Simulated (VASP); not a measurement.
# F (Fd-3m) in VASP: a series of runs

F is run at these levels: LDA; tasks: single point.

All numbers are computed with VASP 6.6.1; they aren't measurements. Logs are shortened: lines on timing, memory, paths and dates and some standing lists are left out, and cuts for length are marked.

**1. The cell of the first run**

Symmetry: Fd-3m, No. 227, cubic system. Conventional cell: a = 3.436 Å, b = 3.436 Å, c = 3.436 Å, α = 90.00°, β = 90.00°, γ = 90.00°. Within 2.0 Å of F (site symmetry -43m) lie 4 F at 1.49 Å.

**2. Single point, LDA (5.07 Å³/atom)**

File POSCAR:

```
F
1.0
    0.0000000000      1.7181830436      1.7181830436
    1.7181830436      0.0000000000      1.7181830436
    1.7181830436      1.7181830436      0.0000000000
F
2
Direct
   -0.1250000000     -0.1250000000     -0.1250000000
    0.1250000000      0.1250000000      0.1250000000
```

File INCAR.step1:

```
SYSTEM = F
PREC = Accurate
ENCUT = 520
EDIFF = 1E-6
ISMEAR = -1
SIGMA = 0.1
LREAL = .FALSE.
LASPH = .TRUE.
NELM = 100
ALGO = Normal
ISIF = 2
LWAVE = .FALSE.
LCHARG = .TRUE.
NBANDS = 14
```

File KPOINTS.step1:

```
regular mesh
0
G
  14 14 14
  0 0 0
```

File INCAR.step2:

```
SYSTEM = F
PREC = Accurate
ENCUT = 520
EDIFF = 1E-6
ISMEAR = -5
SIGMA = 0.1
LREAL = .FALSE.
LASPH = .TRUE.
NELM = 100
ALGO = Normal
ISIF = 2
LWAVE = .FALSE.
LCHARG = .FALSE.
LORBIT = 10
NBANDS = 14
NEDOS = 1001
ICHARG = 11
```

File KPOINTS.step2:

```
regular mesh
0
G
  21 21 21
  0 0 0
```

Potentials or basis: VASP PAW LDA potentials, release 64 (F).

Started as:

```console
$ cat potpaw_LDA.64/F/POTCAR > POTCAR
$ cp INCAR.step1 INCAR
$ cp KPOINTS.step1 KPOINTS
$ mpirun -np 1 vasp_std > vasp.out
$ cp INCAR.step2 INCAR
$ cp KPOINTS.step2 KPOINTS
$ mpirun -np 1 vasp_std > vasp.out
```

OUTCAR:

```text
SYSTEM = F
   PREC = Accurate
   ENCUT = 520
   EDIFF = 1E-6
   ISMEAR = -5
   LREAL = .FALSE.
   LASPH = .TRUE.
   NELM = 100
   ISIF = 2
   LORBIT = 10
   ICHARG = 11

 ion  position               nearest neighbor table
   1  0.875  0.875  0.875-   2 1.49   2 1.49   2 1.49   2 1.49
   2  0.125  0.125  0.125-   1 1.49   1 1.49   1 1.49   1 1.49

  LATTYP: Found a face centered cubic cell.
 ALAT       =     3.4363660872

  Lattice vectors:

 A1 = (   0.0000000000,   1.7181830436,   1.7181830436)
 A2 = (   1.7181830436,   0.0000000000,   1.7181830436)
 A3 = (   1.7181830436,   1.7181830436,   0.0000000000)

Analysis of symmetry for initial positions (statically):
=====================================================================
 Subroutine PRICEL returns:
 Original cell was already a primitive cell.

 Routine SETGRP: Setting up the symmetry group for a
 face centered cubic supercell.

 Subroutine GETGRP returns: Found 48 space group operations
 (whereof 12 operations were pure point group operations)
 out of a pool of 48 trial point group operations.

The static configuration has the point symmetry D_3d.
 The point group associated with its full space group is O_h .

Analysis of symmetry for dynamics (positions and initial velocities):
=====================================================================
 Subroutine PRICEL returns:
 Original cell was already a primitive cell.

 Routine SETGRP: Setting up the symmetry group for a
 face centered cubic supercell.

 Subroutine GETGRP returns: Found 48 space group operations
 (whereof 12 operations were pure point group operations)
 out of a pool of 48 trial point group operations.

The dynamic configuration has the point symmetry D_3d.
 The point group associated with its full space group is O_h .

 Subroutine INISYM returns: Found 48 space group operations
 (whereof 12 operations are pure point group operations),
 and found     1 'primitive' translations

----------------------------------------------------------------------------------------

                                     Primitive cell

  volume of cell :      10.1447

  direct lattice vectors                    reciprocal lattice vectors
     0.000000000  1.718183044  1.718183044    -0.291005083  0.291005083  0.291005083
     1.718183044  0.000000000  1.718183044     0.291005083 -0.291005083  0.291005083
     1.718183044  1.718183044  0.000000000     0.291005083  0.291005083 -0.291005083

  length of vectors
     2.429877763  2.429877763  2.429877763     0.504035590  0.504035590  0.504035590

  position of ions in fractional coordinates (direct lattice)
     0.875000000  0.875000000  0.875000000
     0.125000000  0.125000000  0.125000000

  ion indices of the primitive-cell ions
   primitive index   ion index
                 1           1
                 2           2

----------------------------------------------------------------------------------------

 KPOINTS: regular mesh

Automatic generation of k-mesh.
 Grid dimensions read from file:
 generate k-points for:   21   21   21

 Generating k-lattice:

  Cartesian coordinates                     Fractional coordinates (reciprocal lattice)
    -0.013857385  0.013857385  0.013857385     0.047619048  0.000000000  0.000000000
     0.013857385 -0.013857385  0.013857385     0.000000000  0.047619048  0.000000000
     0.013857385  0.013857385 -0.013857385     0.000000000  0.000000000  0.047619048

  Length of vectors
     0.024001695  0.024001695  0.024001695

  Shift w.r.t. Gamma in fractional coordinates (k-lattice)
     0.000000000  0.000000000  0.000000000

 TETIRR: Found   1276 inequivalent tetrahedra from    55566

 Subroutine IBZKPT returns following result:
 ===========================================

 Found    286 irreducible k-points:

 Following reciprocal coordinates:
            Coordinates               Weight
  0.000000  0.000000  0.000000      1.000000
  0.047619  0.000000  0.000000      8.000000
  0.095238  0.000000  0.000000      8.000000
  0.142857  0.000000  0.000000      8.000000
  0.190476  0.000000  0.000000      8.000000
  0.238095  0.000000  0.000000      8.000000
[... 16 lines left out ...]
 -0.428571  0.047619  0.000000     24.000000
 -0.380952  0.047619  0.000000     24.000000
 [... further k-points ...]
   k-points           NKPTS =    286   k-points in BZ     NKDIM =    286   number of bands    NBANDS=     14
   number of dos      NEDOS =   1001   number of ions     NIONS =      2
   total plane-waves  NPLWV =   5832
   dimension x,y,z NGX =    18 NGY =   18 NGZ =   18
   dimension x,y,z NGXF=    36 NGYF=   36 NGZF=   36
   ions per type =               2
   NGX,Y,Z   is equivalent  to a cutoff of  12.32, 12.32, 12.32 a.u.
   NGXF,Y,Z  is equivalent  to a cutoff of  24.63, 24.63, 24.63 a.u.
 SYSTEM =  F
   PREC   = accura    normal or accurate (medium, high low for compatibility)
   ISTART =      0    job   : 0-new  1-cont  2-samecut
   ICHARG =     11    charge: 1-file 2-atom 10-const
   ISPIN  =      1    spin polarized calculation?
   LNONCOLLINEAR =      F non collinear calculations
   LSORBIT =      F    spin-orbit coupling
   LASPH  =      T    aspherical Exc in radial PAW
   ENCUT  =  520.0 eV  38.22 Ry    6.18 a.u.   4.52  4.52  4.52*2*pi/ulx,y,z
   NELM   =    100;   NELMIN=  2; NELMDL=  0     # of ELM steps
   EDIFF  = 0.1E-05   stopping-criterion for ELM
   LREAL  =      F    real-space projection
   EDIFFG = 0.1E-04   stopping-criterion for IOM
   NSW    =      0    number of steps for IOM
   IBRION =     -1    ionic relax: 0-MD 1-quasi-New 2-CG
   NFREE  =      0    steps in history (QN), initial steepest desc. (CG)
   ISIF   =      2    stress and relaxation
   ISYM   =      2    0-nonsym 1-usesym 2-fastsym
   POTIM  = 0.5000    time-step for ionic-motion
   TEBEG  =    0.0;   TEEND  =   0.0 temperature during run
   PSTRESS=    0.0 pullay stress
   NELECT =      14.0000    total number of electrons
   NUPDOWN=      -1.0000    fix difference up-down
   EMIN   =  10.00;   EMAX   =-10.00  energy-range for DOS
   EFERMI =   0.00;   METHOD = LEGACY
   ISMEAR =    -5;   SIGMA  =   0.10  broadening in eV -4-tet -1-fermi 0-gaus
   EFERMI_NEDOS =   21; number of points for ismear=-14 and -15
   IALGO  =     38    algorithm
   IMIX   =      4    mixing-type and parameters
     AMIX     =   0.40;   BMIX     =  1.00
     AMIX_MAG =   1.60;   BMIX_MAG =  1.00
  volume/ion in A,a.u.               =       5.07        34.23
  Fermi-wavevector in a.u.,A,eV,Ry     =   1.822656  3.444321 45.199581  3.322075
  Thomas-Fermi vector in A             =   2.878765
   LORBIT       =     10    0 simple, 1 ext, 2 COOP (PROOUT), +10 PAW based schemes
   GGA     = CA    functional components
   LHFCALC =     F    Hartree Fock is set to
   AEXX    =    0.0000 exact exchange contribution
   IVDW    =     0    specifies the selected vdW correction
   LEPSILON=     F    determine dielectric tensor
   LRPA    =     F    only Hartree local field effects (RPA)
 non-spin polarized calculation
 Fermi weights with tetrahedron method with Bloechl corrections
  energy-cutoff  :      520.00
  volume of cell :       10.14
 maximum number of plane-waves:       290
 NGX is ok and might be reduce to    18

 number of electron      14.0000005 magnetization

 Free energy of the ion-electron system (eV)
  ---------------------------------------------------
  ext. energy  EPLUGINS =         0.00000000
  ---------------------------------------------------
  free energy    TOTEN  =         6.98954869 eV

  energy without entropy =        6.98954869  energy(sigma->0) =        6.98954869

 E-fermi :   9.4072     XC(G=0): -14.7464

 val. band max:        9.4249251103   @ k =   0.4762   0.3333   0.1429
 cond. band min:       9.4081663997   @ k =   0.4286   0.1905   0.0476
 fundamental gap:     -0.0167587107
 Fermi energy:         9.4072170416

 k-point     1 :       0.0000    0.0000    0.0000
  band No.  band energies     occupation
      1     -25.5781      2.00000
      2      -6.9649      2.00000
      3      -0.1716      2.00000
      4      -0.1716      2.00000
      5      -0.1716      2.00000
      6       5.4742      2.00000
      7       5.4742      2.00000
      8       5.4742      2.00000
      9      20.2740      0.00000
     10      39.4954      0.00000
     11      39.4954      0.00000
     12      39.4954      0.00000
     13      40.3078      0.00000
     14      40.3078      0.00000

 k-point     2 :       0.0476    0.0000    0.0000
  band No.  band energies     occupation
      1     -25.5237      2.00000
      2      -7.1737      2.00000
      3      -0.2325      2.00000
      4      -0.2325      2.00000
      5      -0.1374      2.00000
      6       5.5472      2.00000
      7       5.5472      2.00000
      8       5.5500      2.00000
      9      20.3959      0.00000
     10      38.3717      0.00000
     11      38.3717      0.00000
     12      38.8906      0.00000
     13      41.6401      0.00000
     14      41.6401      0.00000
[... 343 lines left out ...]
      1     -21.9474      2.00000
      2     -14.9332      2.00000
      3      -2.6708      2.00000
      4      -2.0112      2.00000
      5      -0.3948      2.00000
      6       7.6904      2.00000
      7       7.7010      2.00000
      8      10.1063      0.00000
      9      24.4932      0.00000
     10      28.7747      0.00000
     11      34.0927      0.00000
     12      34.8248      0.00000
     13      47.6176      0.00000
     14      47.6374      0.00000

 k-point    24 :      -0.3810    0.0476    0.0000
  band No.  band energies     occupation
      1     -22.3879      2.00000
      2     -14.2594      2.00000
      3      -2.5847      2.00000
      4      -1.8642      2.00000
      5      -0.3232      2.00000
      6       7.5263      2.00000
      7       7.6253      2.00000
      8       9.7298     -0.12577
      9      24.1381      0.00000
     10      29.4737      0.00000
     11      33.8862      0.00000
     12      35.0405      0.00000
     13      47.7354      0.00000
     14      47.8078      0.00000

 [... further k-points ...]

------------------------ aborting loop because EDIFF is reached ----------------------------------------

  FORCE on cell =-STRESS in cart. coord.  units (eV):
  Direction    XX          YY          ZZ          XY          YZ          ZX
  --------------------------------------------------------------------------------------
  -------------------------------------------------------------------------------------
  Total       29.5621919     29.5621919     29.5621919      0.0000000      0.0000000     -0.0000000
  in kB     4668.8393698   4668.8393698   4668.8393698      0.0000000      0.0000000     -0.0000000
  external PRESSURE =    4668.8393698 kB  Pullay stress =       0.0000000 kB

 VOLUME and BASIS-vectors are now :
 -----------------------------------------------------------------------------
  energy-cutoff  :      520.00
  volume of cell :       10.14
      direct lattice vectors                 reciprocal lattice vectors
     0.000000000  1.718183044  1.718183044    -0.291005083  0.291005083  0.291005083
     1.718183044  0.000000000  1.718183044     0.291005083 -0.291005083  0.291005083
     1.718183044  1.718183044  0.000000000     0.291005083  0.291005083 -0.291005083

 POSITION                                       TOTAL-FORCE (eV/Angst)
 -----------------------------------------------------------------------------------
      3.00682      3.00682      3.00682         0.000000      0.000000      0.000000
      0.42955      0.42955      0.42955        -0.000000     -0.000000     -0.000000
 -----------------------------------------------------------------------------------
    total drift:                                0.000000      0.000000      0.000000

  FREE ENERGIE OF THE ION-ELECTRON SYSTEM (eV)
  ---------------------------------------------------
  free  energy   TOTEN  =         6.9895486932 eV

  energy  without entropy=        6.9895486932  energy(sigma->0) =        6.98954869

 total charge

# of ion       s       p       d       tot
------------------------------------------
    1        1.869   4.245   0.000   6.115
    2        1.869   4.245   0.000   6.115
--------------------------------------------------
tot          3.739   8.491   0.000  12.229
```

It took 41 s on 1 thread of Intel Xeon 8259CL, shared host; peak memory 0.13 GiB.

What came out:

```yaml
Valence_electrons_inside_the_program's_atomic_spheres: F 6.12
```

Levels at points of the mesh, in eV from the Fermi level:
```tsv
k point	band 3	band 4	band 5	band 6	band 7	band 8	band 9	band 10	band 11	band 12
(0.00, 0.00, 0.00)	-9.58	-9.58	-9.58	-3.93	-3.93	-3.93	10.87	30.09	30.09	30.09
```

Caveat: tetrahedron occupations give inexact forces and stress in metals.

**3. Single point, LDA (5.07 Å³/atom)**

POSCAR is that of step 2.

File INCAR.step1:

```
PREC = Accurate ; ENCUT = 520
EDIFF = 1E-7 ; ISMEAR = -1
SIGMA = 0.1 ; LREAL = False
LASPH = True ; NELM = 100
ALGO = Normal ; ISIF = 2
LWAVE = False ; LCHARG = True
NBANDS = 14
```

File KPOINTS.step1:

```
regular mesh
0
Gamma
  14 14 14
```

File INCAR.step2:

```
PREC = Accurate ; ENCUT = 520
EDIFF = 1E-7 ; ISMEAR = -5
SIGMA = 0.1 ; LREAL = False
LASPH = True ; NELM = 100
ALGO = Normal ; ISIF = 2
LWAVE = False ; LCHARG = False
LORBIT = 10 ; NEDOS = 2001
ICHARG = 11
```

File KPOINTS.step2:

```
regular mesh
0
Gamma
  21 21 21
```

Potentials or basis: VASP PAW LDA potentials, release 64 (F).

Started as:

```console
$ cat potpaw_LDA.64/F/POTCAR > POTCAR
$ cp INCAR.step1 INCAR
$ cp KPOINTS.step1 KPOINTS
$ mpirun -np 1 vasp_std > vasp.out
$ cp INCAR.step2 INCAR
$ cp KPOINTS.step2 KPOINTS
$ mpirun -np 1 vasp_std > vasp.out
```

It took 45 s on 1 thread of Intel Xeon 8259CL, shared host; peak memory 0.13 GiB.

It converged, with:

```yaml
Valence_electrons_inside_the_program's_atomic_spheres: F 6.12
```

Levels at points of the mesh, in eV from the Fermi level:
```csv
k point,band 5,band 6,band 7,band 8,band 9,band 10
"(0.00, 0.00, 0.00)",-9.58,-3.93,-3.93,-3.93,10.87,30.09
```

Caveat: tetrahedron occupations give inexact forces and stress in metals.
